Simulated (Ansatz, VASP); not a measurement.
## MgI2 in VASP and in Ansatz

```
CELL_PARAMETERS angstrom
0.05446 3.75572 3.75572
3.75572 0.05446 3.75572
3.81018 3.81018 0.00000
ATOMIC_POSITIONS crystal
Mg 0.00000 0.00000 0.00000
I 0.25120 0.25120 0.24880
I 0.74880 0.74880 0.75120
```

Change from the starting cell: shear_xy strain +2.9%.

Alike in both runs: task single point; functional r2SCAN; k mesh 6 × 6 × 6; no spin polarisation.

|  | VASP | Ansatz |
| --- | --- | --- |
| version | VASP 6.6.1 | Ansatz 0.2.0 |
| potentials or method | VASP PAW PBE potentials, release 64 (Mg, I) | plane waves, PAW |
| plane-wave cutoff (eV) | 520 | 500 |
| occupations | gaussian, width 0.01 eV | fixed |
| valence electrons in the cell | 16 | 44 |

Ansatz gave:

| Property | Result |
| --- | --- |
| gap on the k mesh at the Fermi level (eV) | 1.35 |
| pressure (GPa) | 0.0 |
| traceless stress, the component that is largest in VASP (GPa) | 0.54 |
| rms of the force components (eV/Å) | 0.002 |

Task: Estimate VASP's values.

Result: gap on the k mesh at the Fermi level (eV): 1.31; pressure (GPa): -0.1; traceless stress, the component that is largest in VASP (GPa): 0.55; rms of the force components (eV/Å): 0.003.

VASP's potentials were made for PBE, not for r2SCAN. Atom by atom the forces differ by 0.001 eV/Å (rms over components). VASP's potentials hold 16 valence electrons a cell and Ansatz's 44, so a difference there can come from the potentials and not from the codes.

Neither program's run includes spin-orbit coupling.
